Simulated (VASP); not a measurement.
# BAs3 in VASP: further runs, part 2 of 2

VASP 6.6.1.

## (3) Single point, PBE

Input file INCAR:

```
PREC = Accurate ; ENCUT = 520
EDIFF = 1E-6 ; ISMEAR = -1
SIGMA = 0.05 ; LREAL = Auto
LASPH = True ; NELM = 80
ALGO = Normal ; ISIF = 2
LWAVE = False ; LCHARG = False
GGA = PE ; ISYM = 0
NBANDS = 61
```

Input file KPOINTS:

```
Automatic mesh
0
Gamma
  1 1 1
  0.25 0.25 0.25
```

Input file POSCAR:

```
BAs3
1.0
    7.1150020000      0.1216840000     -0.0762260000
    0.1216840000      7.4579790000      0.0655730000
   -0.0762260000      0.0655730000      7.5605040000
B As
5 15
Direct
    0.1473775287      0.4462876337      0.8049153311
    0.2055893113      0.4686217366      0.6110136729
    0.2492482750      0.4283242706     -0.0022408967
    0.1658046740      0.4104768305      0.4055578080
    0.1094693028      0.6185338298      0.4539524466
    0.6618664295      0.4702863757      0.1993584478
    0.9297630058      0.2573285132      0.3680031533
    0.5803201393      0.9350840475      0.0910151250
    0.8684640462      0.7022975297      0.9391913270
    0.9456235080      0.2799216571      0.6818951216
    0.6242646523      0.4293221135      0.5984425454
    0.0138649473      1.0070707439      0.9574885774
    0.3717195215      0.6627733523      0.9814243409
    0.9547284062      0.9483042957      0.2684383171
    0.3308287810      0.3042843844      0.2231388165
    0.3604575661      0.7175916906      0.6530938412
    0.3319748661      0.9528535725      0.3148252615
    0.8297903381      0.6799666867      0.4548445636
    0.6989416598      0.8962331074      0.6935368110
    0.6894225390      0.2116998502      0.9610399159
```

Potentials or basis: VASP PAW PBE potentials, release 64 (B, As).

Run with:

```bash
$ cat potpaw_PBE.64/B/POTCAR potpaw_PBE.64/As/POTCAR > POTCAR
$ mpirun -np 1 vasp_std > vasp.out
```

OUTCAR:

```text
PREC = Accurate
   ENCUT = 520
   EDIFF = 1E-6
   ISMEAR = -1
   LREAL = Auto
   LASPH = True
   NELM = 80
   ISIF = 2
   GGA = PE
   ISYM = 0

 ion  position               nearest neighbor table
   1  0.147  0.446  0.805-   2 1.54   3 1.62  10 2.14
   2  0.206  0.469  0.611-   1 1.54   4 1.64   5 1.73  16 2.22  10 2.42
   3  0.249  0.428  0.998-   1 1.62  13 1.98  15 1.99
   4  0.166  0.410  0.406-   5 1.64   2 1.64  15 1.99   7 2.08
   5  0.109  0.619  0.454-   4 1.64   2 1.73  18 2.03  16 2.45
   6  0.662  0.470  0.199-  20 2.67  15 2.71   7 2.72  18 2.78
   7  0.930  0.257  0.368-   4 2.08  10 2.38  14 2.44   6 2.72
   8  0.580  0.935  0.091-  20 2.43  17 2.47  13 2.69   9 2.91
   9  0.868  0.702  0.939-  12 2.53  19 2.59   8 2.91
  10  0.946  0.280  0.682-   1 2.14   7 2.38   2 2.42  11 2.57  20 2.87  12 2.91
  11  0.624  0.429  0.598-  10 2.57  18 2.64  16 2.85
  12  0.014  0.007  0.957-  14 2.43   9 2.53  20 2.73  10 2.91
  13  0.372  0.663  0.981-   3 1.98  16 2.51   8 2.69
  14  0.955  0.948  0.268-  12 2.43   7 2.44  18 2.62  17 2.70
  15  0.331  0.304  0.223-   4 1.99   3 1.99  17 2.70   6 2.71
  16  0.360  0.718  0.653-   2 2.22   5 2.45  13 2.51  19 2.81  11 2.85
  17  0.332  0.953  0.315-   8 2.47  15 2.70  14 2.70
  18  0.830  0.680  0.455-   5 2.03  19 2.61  14 2.62  11 2.64   6 2.78
  19  0.699  0.896  0.694-   9 2.59  18 2.61  16 2.81
  20  0.689  0.212  0.961-   8 2.43   6 2.67  12 2.73  10 2.87

IMPORTANT INFORMATION: All symmetrisations will be switched off!
NOSYMM: (Re-)initialisation of all symmetry stuff for point group C_1.

----------------------------------------------------------------------------------------

                                     Primitive cell

  volume of cell :     401.0000

  direct lattice vectors                    reciprocal lattice vectors
     7.115002000  0.121684000 -0.076226000     0.140602950 -0.002306710  0.001437584
     0.121684000  7.457979000  0.065573000    -0.002306710  0.134132652 -0.001186602
    -0.076226000  0.065573000  7.560504000     0.001437584 -0.001186602  0.132291100

[... 120 lines left out ...]
   GGA     = PE    functional components
   LHFCALC =     F    Hartree Fock is set to
   AEXX    =    0.0000 exact exchange contribution
   IVDW    =     0    specifies the selected vdW correction
   LEPSILON=     F    determine dielectric tensor
   LRPA    =     F    only Hartree local field effects (RPA)
 non-spin polarized calculation
  energy-cutoff  :      520.00
  volume of cell :      401.00
 maximum number of plane-waves:     10782
 NGX is ok and might be reduce to    54
   NGX = 27   NGY = 27   NGZ = 29

 number of electron      90.0000004 magnetization

 Free energy of the ion-electron system (eV)
  ---------------------------------------------------
  ext. energy  EPLUGINS =         0.00000000
  ---------------------------------------------------
  free energy    TOTEN  =       -93.10008625 eV

  energy without entropy =      -93.09417520  energy(sigma->0) =      -93.09713073

 E-fermi :   4.1903     XC(G=0):  -9.5399

 val. band max:        3.9177391583   @ k =   0.2500   0.2500   0.2500
 cond. band min:       4.4739850724   @ k =   0.2500   0.2500   0.2500
 fundamental gap:      0.5562459141
 Fermi energy:         4.1903414186

 k-point     1 :       0.2500    0.2500    0.2500
  band No.  band energies     occupation
      1     -10.3134      2.00000
      2      -9.6666      2.00000
      3      -8.9986      2.00000
      4      -8.6425      2.00000
      5      -8.1706      2.00000
      6      -7.8789      2.00000
[... 49 lines left out ...]
     56       6.7070      0.00000
     57       6.7821      0.00000
 [bands above 57 left out]

------------------------ aborting loop because EDIFF is reached ----------------------------------------

  FORCE on cell =-STRESS in cart. coord.  units (eV):
  Direction    XX          YY          ZZ          XY          YZ          ZX
  --------------------------------------------------------------------------------------
  -------------------------------------------------------------------------------------
  Total        0.2730458      2.5325857     19.4807500      1.1491400     -5.2204450     -3.1597886
  in kB        1.0909422     10.1188321     77.8344578      4.5913372    -20.8580526    -12.6247929
  external PRESSURE =      29.6814107 kB  Pullay stress =       0.0000000 kB

 VOLUME and BASIS-vectors are now :
 -----------------------------------------------------------------------------
  energy-cutoff  :      520.00
  volume of cell :      401.00
      direct lattice vectors                 reciprocal lattice vectors
     7.115002000  0.121684000 -0.076226000     0.140602950 -0.002306710  0.001437584
     0.121684000  7.457979000  0.065573000    -0.002306710  0.134132652 -0.001186602
    -0.076226000  0.065573000  7.560504000     0.001437584 -0.001186602  0.132291100

 POSITION                                       TOTAL-FORCE (eV/Angst)
 -----------------------------------------------------------------------------------
      1.04154      3.39912      6.10360        -0.325890     -0.252775      1.284501
      1.47322      3.56005      4.63463         0.388766      0.196718     -0.592643
      1.74947      3.29019      7.55265        -0.474896     -0.119465      0.159212
      1.19874      3.10810      3.08050         0.172270     -0.229340     -0.980702
      0.81954      4.65610      3.46432        -0.046627      0.562779     -0.251029
      4.75121      3.60100      1.48764        -0.072159      0.306612      0.277533
[... 12 lines left out ...]
      5.02916      6.81462      5.24898        -0.337774     -0.024455     -0.087312
      4.85775      1.72576      7.22728         0.025846     -0.182015     -0.626705
 -----------------------------------------------------------------------------------
    total drift:                                0.004443      0.014512      0.019411

  FREE ENERGIE OF THE ION-ELECTRON SYSTEM (eV)
  ---------------------------------------------------
  free  energy   TOTEN  =       -93.1000862523 eV

  energy  without entropy=      -93.0941752035  energy(sigma->0) =      -93.09713073
```

stdout:

```text
POSCAR found type information on POSCAR B As
 POSCAR found :  2 types and      20 ions
 scaLAPACK will be used
 LDA part: xc-table for (Slater+PW92), standard interpolation
 POSCAR, INCAR and KPOINTS ok, starting setup
 FFT: planning ... GRIDC
 FFT: planning ... GRID_SOFT
 FFT: planning ... GRID
 WAVECAR not read
 entering main loop
```

It took 56 s on 1 thread of Intel Xeon 6975P-C (Granite Rapids), shared host; peak memory 0.37 GiB.

What came out:

| Item | Value |
| --- | --- |
| Free energy | -93.1001 eV |
| Pressure | 3.0 GPa |
| Largest force | 1.349 eV/Å |
| Band gap on the k mesh | 0.56 eV |

Forces in eV/Å, atoms in the order of the input:
```
B   -0.326 -0.253  1.285
B    0.389  0.197 -0.593
B   -0.475 -0.119  0.159
B    0.172 -0.229 -0.981
B   -0.047  0.563 -0.251
As  -0.072  0.307  0.278
As  -0.097  0.661 -0.594
As  -0.232 -0.487  0.385
As   0.003 -0.253 -0.547
As  -0.248 -0.623  0.795
As   0.039  0.213  0.152
As   0.346  0.364 -0.122
As   0.010  0.404 -0.469
As   1.101 -0.411  0.570
As   0.723 -0.342  0.582
As   0.397 -0.251  0.091
As  -0.532  0.319  0.003
As  -0.839  0.147 -0.028
As  -0.338 -0.024 -0.087
As   0.026 -0.182 -0.627
```

Caveat: the k points lie up to 0.88 Å⁻¹ apart.
